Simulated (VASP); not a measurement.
# BN (Qingsongite) (F-43m) in VASP: single point with PBEsol

Aim: the single point of BN (Qingsongite) with PBEsol.

Program: VASP 6.6.1. These are calculated values, not measurements. Logs are shortened: lines on timing, memory, paths and dates and some standing lists are left out, and cuts for length are marked.

### 1 The cell of the first run

The structure is cubic, space group F-43m (No. 216). Conventional cell: a = 3.615 Å, b = 3.615 Å, c = 3.615 Å, α = 90.00°, β = 90.00°, γ = 90.00°. Within 2.1 Å of B (site symmetry -43m) lie 4 N at 1.57 Å. Within 2.1 Å of N (site symmetry -43m) lie 4 B at 1.57 Å.

### 2 Single point, PBEsol

Contents of INCAR:

```
SYSTEM = BN
PREC     = Accurate       ! precision mode
ENCUT    = 600            ! plane-wave cutoff, eV
EDIFF    = 1E-6           ! SCF threshold, eV
ISMEAR   = 0              ! smearing method
SIGMA    = 0.01           ! smearing width, eV
LREAL    = .FALSE.        ! projectors in reciprocal space
LASPH    = .TRUE.         ! aspherical terms in the spheres
NELM     = 120            ! most SCF steps
ALGO     = Normal         ! electronic algorithm
ISIF     = 2              ! what is computed and relaxed
LWAVE    = .FALSE.        ! write WAVECAR
LCHARG   = .FALSE.        ! write CHGCAR
GGA      = PS             ! functional
NBANDS   = 11             ! bands
GGA_COMPAT= .FALSE.
```

Contents of KPOINTS:

```
Automatic mesh
0
G
  5 5 5
  0 0 0
```

Contents of POSCAR:

```
BN
1.0
    0.0000000000      1.8075000000      1.8075000000
    1.8075000000      0.0000000000      1.8075000000
    1.8075000000      1.8075000000      0.0000000000
B N
1 1
Direct
    0.0000000000      0.0000000000      0.0000000000
    0.2500000000      0.2500000000      0.2500000000
```

Potentials or basis: VASP PAW PBE potentials, release 64 (B, N).

The run is started by

```sh
$ cat potpaw_PBE.64/B/POTCAR potpaw_PBE.64/N/POTCAR > POTCAR
$ mpirun -np 1 vasp_std > vasp.out
```

OUTCAR:

```text
SYSTEM = BN
   PREC = Accurate
   ENCUT = 600
   EDIFF = 1E-6
   ISMEAR = 0
   LREAL = .FALSE.
   LASPH = .TRUE.
   NELM = 120
   ISIF = 2
   GGA = PS

 ion  position               nearest neighbor table
   1  0.000  0.000  0.000-   2 1.57   2 1.57   2 1.57   2 1.57
   2  0.250  0.250  0.250-   1 1.57   1 1.57   1 1.57   1 1.57

  LATTYP: Found a face centered cubic cell.
 ALAT       =     3.6150000000

  Lattice vectors:

 A1 = (   0.0000000000,   1.8075000000,   1.8075000000)
 A2 = (   1.8075000000,   0.0000000000,   1.8075000000)
 A3 = (   1.8075000000,   1.8075000000,   0.0000000000)

Analysis of symmetry for initial positions (statically):
=====================================================================
 Subroutine PRICEL returns:
 Original cell was already a primitive cell.

 Routine SETGRP: Setting up the symmetry group for a
 face centered cubic supercell.

 Subroutine GETGRP returns: Found 24 space group operations
 (whereof 24 operations were pure point group operations)
 out of a pool of 48 trial point group operations.

The static configuration has the point symmetry T_d .

Analysis of symmetry for dynamics (positions and initial velocities):
=====================================================================
 Subroutine PRICEL returns:
 Original cell was already a primitive cell.

 Routine SETGRP: Setting up the symmetry group for a
 face centered cubic supercell.

 Subroutine GETGRP returns: Found 24 space group operations
 (whereof 24 operations were pure point group operations)
 out of a pool of 48 trial point group operations.

The dynamic configuration has the point symmetry T_d .

 Subroutine INISYM returns: Found 24 space group operations
 (whereof 24 operations are pure point group operations),
 and found     1 'primitive' translations

----------------------------------------------------------------------------------------

                                     Primitive cell

  volume of cell :      11.8104

  direct lattice vectors                    reciprocal lattice vectors
     0.000000000  1.807500000  1.807500000    -0.276625173  0.276625173  0.276625173
     1.807500000  0.000000000  1.807500000     0.276625173 -0.276625173  0.276625173
     1.807500000  1.807500000  0.000000000     0.276625173  0.276625173 -0.276625173

  length of vectors
     2.556191014  2.556191014  2.556191014     0.479128854  0.479128854  0.479128854

  position of ions in fractional coordinates (direct lattice)
     0.000000000  0.000000000  0.000000000
[... 70 lines left out ...]
   ISYM   =      2    0-nonsym 1-usesym 2-fastsym
   POTIM  = 0.5000    time-step for ionic-motion
   TEBEG  =    0.0;   TEEND  =   0.0 temperature during run
   PSTRESS=    0.0 pullay stress
   NELECT =       8.0000    total number of electrons
   NUPDOWN=      -1.0000    fix difference up-down
   EMIN   =  10.00;   EMAX   =-10.00  energy-range for DOS
   EFERMI =   0.00;   METHOD = LEGACY
   ISMEAR =     0;   SIGMA  =   0.01  broadening in eV -4-tet -1-fermi 0-gaus
   EFERMI_NEDOS =   21; number of points for ismear=-14 and -15
   IALGO  =     38    algorithm
   IMIX   =      4    mixing-type and parameters
     AMIX     =   0.40;   BMIX     =  1.00
     AMIX_MAG =   1.60;   BMIX_MAG =  1.00
  volume/ion in A,a.u.               =       5.91        39.85
  Fermi-wavevector in a.u.,A,eV,Ry     =   1.437749  2.716952 28.124920  2.067123
  Thomas-Fermi vector in A             =   2.556793
   LORBIT       =      0    0 simple, 1 ext, 2 COOP (PROOUT), +10 PAW based schemes
   GGA     = PS    functional components
   LHFCALC =     F    Hartree Fock is set to
   AEXX    =    0.0000 exact exchange contribution
   IVDW    =     0    specifies the selected vdW correction
   LEPSILON=     F    determine dielectric tensor
   LRPA    =     F    only Hartree local field effects (RPA)
 non-spin polarized calculation
 Gauss-broadening in eV      SIGMA  =   0.01
  energy-cutoff  :      600.00
  volume of cell :       11.81
 maximum number of plane-waves:       411
   NGX = 11   NGY = 11   NGZ = 11

 number of electron       7.9999999 magnetization

 Free energy of the ion-electron system (eV)
  ---------------------------------------------------
  ext. energy  EPLUGINS =         0.00000000
  ---------------------------------------------------
  free energy    TOTEN  =       -18.33289934 eV

  energy without entropy =      -18.33289934  energy(sigma->0) =      -18.33289934

 E-fermi :   7.5147     XC(G=0): -13.0140

 val. band max:        7.3726623405   @ k =   0.0000   0.0000   0.0000
 cond. band min:      12.1387148987   @ k =   0.4000   0.4000   0.0000
 fundamental gap:      4.7660525582
 Fermi energy:         7.5147358265

 k-point     1 :       0.0000    0.0000    0.0000
  band No.  band energies     occupation
      1     -12.8847      2.00000
      2       7.3727      2.00000
      3       7.3727      2.00000
      4       7.3727      2.00000
      5      16.1260      0.00000
      6      16.1260      0.00000
      7      16.1260      0.00000
      8      17.6380      0.00000
      9      31.8742      0.00000
     10      35.0516      0.00000
     11      35.0516      0.00000
[... 113 lines left out ...]
 k-point    10 :      -0.4000    0.4000    0.2000
  band No.  band energies     occupation
      1      -7.6296      2.00000
      2      -0.7731      2.00000
      3       0.9460      2.00000
      4       2.4270      2.00000
      5      16.3083      0.00000
      6      19.5267      0.00000
      7      20.9841      0.00000
      8      24.1504      0.00000
      9      25.9908      0.00000
     10      32.8073      0.00000
     11      36.0243      0.00000

------------------------ aborting loop because EDIFF is reached ----------------------------------------

  FORCE on cell =-STRESS in cart. coord.  units (eV):
  Direction    XX          YY          ZZ          XY          YZ          ZX
  --------------------------------------------------------------------------------------
  -------------------------------------------------------------------------------------
  Total       -0.1828751     -0.1828751     -0.1828751      0.0000000     -0.0000000      0.0000000
  in kB      -24.8084842    -24.8084842    -24.8084842      0.0000000     -0.0000000      0.0000000
  external PRESSURE =     -24.8084842 kB  Pullay stress =       0.0000000 kB

 VOLUME and BASIS-vectors are now :
 -----------------------------------------------------------------------------
  energy-cutoff  :      600.00
  volume of cell :       11.81
      direct lattice vectors                 reciprocal lattice vectors
     0.000000000  1.807500000  1.807500000    -0.276625173  0.276625173  0.276625173
     1.807500000  0.000000000  1.807500000     0.276625173 -0.276625173  0.276625173
     1.807500000  1.807500000  0.000000000     0.276625173  0.276625173 -0.276625173

 POSITION                                       TOTAL-FORCE (eV/Angst)
 -----------------------------------------------------------------------------------
      0.00000      0.00000      0.00000        -0.000000     -0.000000     -0.000000
      0.90375      0.90375      0.90375         0.000000      0.000000      0.000000
 -----------------------------------------------------------------------------------
    total drift:                                0.000000      0.000000      0.000000

  FREE ENERGIE OF THE ION-ELECTRON SYSTEM (eV)
  ---------------------------------------------------
  free  energy   TOTEN  =       -18.3328993400 eV

  energy  without entropy=      -18.3328993400  energy(sigma->0) =      -18.33289934
```

Wall time 2.6 s (1 thread of Intel Xeon 8259CL, shared host); peak memory 0.11 GiB.

What came out:

```yaml
Free_energy: -18.3329 eV
Pressure: -2.5 GPa
Band_gap_on_the_k_mesh: 4.77 eV, indirect (least direct gap 8.75 eV)
```

Levels at points of the mesh, in eV from the valence-band top:
```csv
k point,band 1,band 2,band 3,band 4,band 5,band 6,band 7,band 8,band 9
"(0.00, 0.00, 0.00)",-20.26,0.00,0.00,0.00,8.75,8.75,8.75,10.27,24.50
```

Caveat: the k points lie up to 0.60 Å⁻¹ apart; the PAW data sets were made with another functional, which shifts forces and pressure a little. A k mesh can miss the band edges.
